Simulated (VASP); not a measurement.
# W (Im-3m) in VASP: further runs

Runs on W. Level: LDA. Tasks: single point, relaxation of cell and atoms.

Program: VASP 6.6.1. These are calculated values, not measurements. Logs are shortened: lines on timing, memory, paths and dates and some standing lists are left out, and cuts for length are marked.

## 1. The cell of the first run

The structure is cubic, space group Im-3m (No. 229). The conventional cell has a = 3.004 Å, b = 3.004 Å, c = 3.004 Å, α = 90.00°, β = 90.00°, γ = 90.00°. W (site symmetry m-3m) has 14 W at 2.60 to 3.00 Å within 3.4 Å.

## 2. Single point, LDA (volume scaled by 0.88)

Input file INCAR:

```
SYSTEM = W
PREC     = Accurate       ! precision mode
ENCUT    = 520            ! plane-wave cutoff, eV
EDIFF    = 1E-6           ! SCF threshold, eV
ISMEAR   = -1             ! smearing method
SIGMA    = 0.1            ! smearing width, eV
LREAL    = .False.        ! projectors in reciprocal space
LASPH    = .True.         ! aspherical terms in the spheres
NELM     = 80             ! most SCF steps
ALGO     = Normal         ! electronic algorithm
ISIF     = 2              ! what is computed and relaxed
LWAVE    = .False.        ! write WAVECAR
LCHARG   = .True.         ! write CHGCAR
LELF     = .True.         ! ELF
LVHAR    = .True.       
NBANDS   = 13             ! bands
```

Input file KPOINTS:

```
Automatic mesh
0
Gamma
  19 19 19
  0 0 0
```

Input file POSCAR:

```
W
1.0
   -1.5020499337      1.5020499337      1.5020499337
    1.5020499337     -1.5020499337      1.5020499337
    1.5020499337      1.5020499337     -1.5020499337
W
1
Direct
    0.0000000000      0.0000000000      0.0000000000
```

Potentials or basis: VASP PAW LDA potentials, release 64 (W_sv).

Launch:

```sh
$ cat potpaw_LDA.64/W_sv/POTCAR > POTCAR
$ mpirun -np 1 vasp_std > vasp.out
```

OUTCAR:

```text
SYSTEM = W
   PREC = Accurate
   ENCUT = 520
   EDIFF = 1E-6
   ISMEAR = -1
   LREAL = .False.
   LASPH = .True.
   NELM = 80
   ISIF = 2

 ion  position               nearest neighbor table
   1  0.000  0.000  0.000-

  LATTYP: Found a body centered cubic cell.
 ALAT       =     3.0040998674

  Lattice vectors:

 A1 = (  -1.5020499337,   1.5020499337,   1.5020499337)
 A2 = (   1.5020499337,  -1.5020499337,   1.5020499337)
 A3 = (   1.5020499337,   1.5020499337,  -1.5020499337)

Analysis of symmetry for initial positions (statically):
=====================================================================
 Subroutine PRICEL returns:
 Original cell was already a primitive cell.

 Routine SETGRP: Setting up the symmetry group for a
 body centered cubic supercell.

 Subroutine GETGRP returns: Found 48 space group operations
 (whereof 48 operations were pure point group operations)
 out of a pool of 48 trial point group operations.

The static configuration has the point symmetry O_h .

Analysis of symmetry for dynamics (positions and initial velocities):
=====================================================================
 Subroutine PRICEL returns:
 Original cell was already a primitive cell.

 Routine SETGRP: Setting up the symmetry group for a
 body centered cubic supercell.

 Subroutine GETGRP returns: Found 48 space group operations
 (whereof 48 operations were pure point group operations)
 out of a pool of 48 trial point group operations.

The dynamic configuration has the point symmetry O_h .

 Subroutine INISYM returns: Found 48 space group operations
 (whereof 48 operations are pure point group operations),
 and found     1 'primitive' translations

----------------------------------------------------------------------------------------

                                     Primitive cell

  volume of cell :      13.5554

  direct lattice vectors                    reciprocal lattice vectors
    -1.502049934  1.502049934  1.502049934     0.000000000  0.332878414  0.332878414
     1.502049934 -1.502049934  1.502049934     0.332878414  0.000000000  0.332878414
     1.502049934  1.502049934 -1.502049934     0.332878414  0.332878414  0.000000000

  length of vectors
     2.601626801  2.601626801  2.601626801     0.470761168  0.470761168  0.470761168

  position of ions in fractional coordinates (direct lattice)
     0.000000000  0.000000000  0.000000000

  ion indices of the primitive-cell ions
   primitive index   ion index
                 1           1

----------------------------------------------------------------------------------------

 KPOINTS: Automatic mesh

Automatic generation of k-mesh.
 Grid dimensions read from file:
 generate k-points for:   19   19   19

 Generating k-lattice:

  Cartesian coordinates                     Fractional coordinates (reciprocal lattice)
     0.000000000  0.017519917  0.017519917     0.052631579  0.000000000  0.000000000
     0.017519917  0.000000000  0.017519917     0.000000000  0.052631579  0.000000000
     0.017519917  0.017519917  0.000000000     0.000000000  0.000000000  0.052631579

  Length of vectors
     0.024776904  0.024776904  0.024776904

  Shift w.r.t. Gamma in fractional coordinates (k-lattice)
     0.000000000  0.000000000  0.000000000

 Subroutine IBZKPT returns following result:
 ===========================================

 Found    220 irreducible k-points:

 Following reciprocal coordinates:
            Coordinates               Weight
  0.000000  0.000000  0.000000      1.000000
  0.052632  0.000000  0.000000     12.000000
  0.105263  0.000000  0.000000     12.000000
  0.157895  0.000000  0.000000     12.000000
  0.210526  0.000000  0.000000     12.000000
  0.263158  0.000000  0.000000     12.000000
[... 16 lines left out ...]
  0.263158  0.105263  0.000000     48.000000
  0.315789  0.105263  0.000000     48.000000
 [... further k-points ...]
   k-points           NKPTS =    220   k-points in BZ     NKDIM =    220   number of bands    NBANDS=     13
   number of dos      NEDOS =    301   number of ions     NIONS =      1
   total plane-waves  NPLWV =   8000
   dimension x,y,z NGX =    20 NGY =   20 NGZ =   20
   dimension x,y,z NGXF=    40 NGYF=   40 NGZF=   40
   ions per type =               1
   NGX,Y,Z   is equivalent  to a cutoff of  12.78, 12.78, 12.78 a.u.
   NGXF,Y,Z  is equivalent  to a cutoff of  25.56, 25.56, 25.56 a.u.
 SYSTEM =  W
   PREC   = accura    normal or accurate (medium, high low for compatibility)
   ISTART =      0    job   : 0-new  1-cont  2-samecut
   ICHARG =      2    charge: 1-file 2-atom 10-const
   ISPIN  =      1    spin polarized calculation?
   LNONCOLLINEAR =      F non collinear calculations
   LSORBIT =      F    spin-orbit coupling
   LASPH  =      T    aspherical Exc in radial PAW
   ENCUT  =  520.0 eV  38.22 Ry    6.18 a.u.   4.84  4.84  4.84*2*pi/ulx,y,z
   NELM   =     80;   NELMIN=  2; NELMDL= -5     # of ELM steps
   EDIFF  = 0.1E-05   stopping-criterion for ELM
   LREAL  =      F    real-space projection
   EDIFFG = 0.1E-04   stopping-criterion for IOM
   NSW    =      0    number of steps for IOM
   IBRION =     -1    ionic relax: 0-MD 1-quasi-New 2-CG
   NFREE  =      0    steps in history (QN), initial steepest desc. (CG)
   ISIF   =      2    stress and relaxation
   ISYM   =      2    0-nonsym 1-usesym 2-fastsym
   POTIM  = 0.5000    time-step for ionic-motion
   TEBEG  =    0.0;   TEEND  =   0.0 temperature during run
   PSTRESS=    0.0 pullay stress
   NELECT =      14.0000    total number of electrons
   NUPDOWN=      -1.0000    fix difference up-down
   EMIN   =  10.00;   EMAX   =-10.00  energy-range for DOS
   EFERMI =   0.00;   METHOD = LEGACY
   ISMEAR =    -1;   SIGMA  =   0.10  broadening in eV -4-tet -1-fermi 0-gaus
   EFERMI_NEDOS =   21; number of points for ismear=-14 and -15
   IALGO  =     38    algorithm
   IMIX   =      4    mixing-type and parameters
     AMIX     =   0.40;   BMIX     =  1.00
     AMIX_MAG =   1.60;   BMIX_MAG =  1.00
  volume/ion in A,a.u.               =      13.56        91.48
  Fermi-wavevector in a.u.,A,eV,Ry     =   1.654804  3.127126 37.257856  2.738375
  Thomas-Fermi vector in A             =   2.743008
   LORBIT       =      0    0 simple, 1 ext, 2 COOP (PROOUT), +10 PAW based schemes
   GGA     = CA    functional components
   LHFCALC =     F    Hartree Fock is set to
   AEXX    =    0.0000 exact exchange contribution
   IVDW    =     0    specifies the selected vdW correction
   LEPSILON=     F    determine dielectric tensor
   LRPA    =     F    only Hartree local field effects (RPA)
 non-spin polarized calculation
  energy-cutoff  :      520.00
  volume of cell :       13.56
 maximum number of plane-waves:       378
   NGX =  9   NGY =  9   NGZ =  9

 number of electron      14.0000004 magnetization

 Free energy of the ion-electron system (eV)
  ---------------------------------------------------
  ext. energy  EPLUGINS =         0.00000000
  ---------------------------------------------------
  free energy    TOTEN  =       -13.79287084 eV

  energy without entropy =      -13.78064071  energy(sigma->0) =      -13.78675578

 E-fermi :  13.7941     XC(G=0): -14.7285

 val. band max:       13.7737762347   @ k =   0.3684   0.0526   0.0526
 cond. band min:      13.8097616805   @ k =  -0.1579   0.1579   0.1053
 fundamental gap:      0.0359854459
 Fermi energy:        13.7940712928

 k-point     1 :       0.0000    0.0000    0.0000
  band No.  band energies     occupation
      1     -59.8572      2.00000
      2     -23.3424      2.00000
      3     -23.3424      2.00000
      4     -23.3424      2.00000
      5       3.4002      2.00000
      6      12.1848      2.00000
      7      12.1848      2.00000
      8      12.1848      2.00000
      9      16.3151      0.00000
     10      16.3151      0.00000
     11      28.6374      0.00000
     12      28.6374      0.00000
     13      28.6374      0.00000

 k-point     2 :       0.0526    0.0000    0.0000
  band No.  band energies     occupation
      1     -59.8500      2.00000
      2     -23.4082      2.00000
      3     -23.3620      2.00000
      4     -23.3430      2.00000
      5       3.5661      2.00000
      6      12.0803      2.00000
      7      12.1629      2.00000
      8      12.3452      2.00000
      9      16.1340      0.00000
     10      16.3129      0.00000
     11      28.7883      0.00000
     12      28.9103      0.00000
     13      29.0890      0.00000

 k-point     3 :       0.1053    0.0000    0.0000
  band No.  band energies     occupation
      1     -59.8289      2.00000
      2     -23.5955      2.00000
      3     -23.4182      2.00000
      4     -23.3448      2.00000
      5       4.0414      2.00000
      6      11.7912      2.00000
      7      12.0698      2.00000
      8      12.8215      1.99988
      9      15.7471      0.00000
     10      16.3159      0.00000
     11      29.1901      0.00000
     12      29.7036      0.00000
     13      30.2761      0.00000
[... 305 lines left out ...]
 k-point    23 :       0.2632    0.1053    0.0000
  band No.  band energies     occupation
      1     -59.6556      2.00000
      2     -24.9114      2.00000
      3     -23.8673      2.00000
      4     -23.4420      2.00000
      5       7.0580      2.00000
      6      10.0879      2.00000
      7      11.5312      2.00000
      8      15.5405      0.00000
      9      17.2387      0.00000
     10      18.2032      0.00000
     11      28.5968      0.00000
     12      31.1112      0.00000
     13      35.3959      0.00000

 k-point    24 :       0.3158    0.1053    0.0000
  band No.  band energies     occupation
      1     -59.6197      2.00000
      2     -25.1518      2.00000
      3     -23.9774      2.00000
      4     -23.4477      2.00000
      5       7.0829      2.00000
      6       9.7907      2.00000
      7      12.3712      2.00000
      8      15.9545      0.00000
      9      17.4264      0.00000
     10      19.7552      0.00000
     11      27.6013      0.00000
     12      29.6286      0.00000
     13      34.9853      0.00000

 [... further k-points ...]
[... 5 lines left out ...]
  --------------------------------------------------------------------------------------
  -------------------------------------------------------------------------------------
  Total        5.0203557      5.0203557      5.0203557      0.0000000     -0.0000000     -0.0000000
  in kB      593.3787226    593.3787226    593.3787226      0.0000000     -0.0000000     -0.0000000
  external PRESSURE =     593.3787226 kB  Pullay stress =       0.0000000 kB

 VOLUME and BASIS-vectors are now :
 -----------------------------------------------------------------------------
  energy-cutoff  :      520.00
  volume of cell :       13.56
      direct lattice vectors                 reciprocal lattice vectors
    -1.502049934  1.502049934  1.502049934     0.000000000  0.332878414  0.332878414
     1.502049934 -1.502049934  1.502049934     0.332878414  0.000000000  0.332878414
     1.502049934  1.502049934 -1.502049934     0.332878414  0.332878414  0.000000000

 POSITION                                       TOTAL-FORCE (eV/Angst)
 -----------------------------------------------------------------------------------
      0.00000      0.00000      0.00000         0.000000      0.000000      0.000000
 -----------------------------------------------------------------------------------
    total drift:                                0.000000      0.000000      0.000000

  FREE ENERGIE OF THE ION-ELECTRON SYSTEM (eV)
  ---------------------------------------------------
  free  energy   TOTEN  =       -13.7928708368 eV

  energy  without entropy=      -13.7806407141  energy(sigma->0) =      -13.78675578
```

It took 16 s on 1 thread of Intel Xeon Platinum 8488C (Sapphire Rapids), shared host; peak memory 0.15 GiB.

What came out:

| Item | Value |
| --- | --- |
| Free energy | -13.7929 eV |
| Pressure | 59.3 GPa |
| Band gap on the k mesh | zero (band 7 reaches 19.69 eV, above the bottom of band 8 at 12.18 eV) |

Levels at points of the mesh, in eV from the Fermi level:
```
           k point  band 4  band 5  band 6  band 7  band 8  band 9  band 10  band 11
(0.00, 0.00, 0.00)  -37.14  -10.39   -1.61   -1.61   -1.61    2.52     2.52    14.84
```

Caveat: spin-orbit coupling is left out, which moves the levels of the heavy elements.

(Part 1 of 2 ends here.)
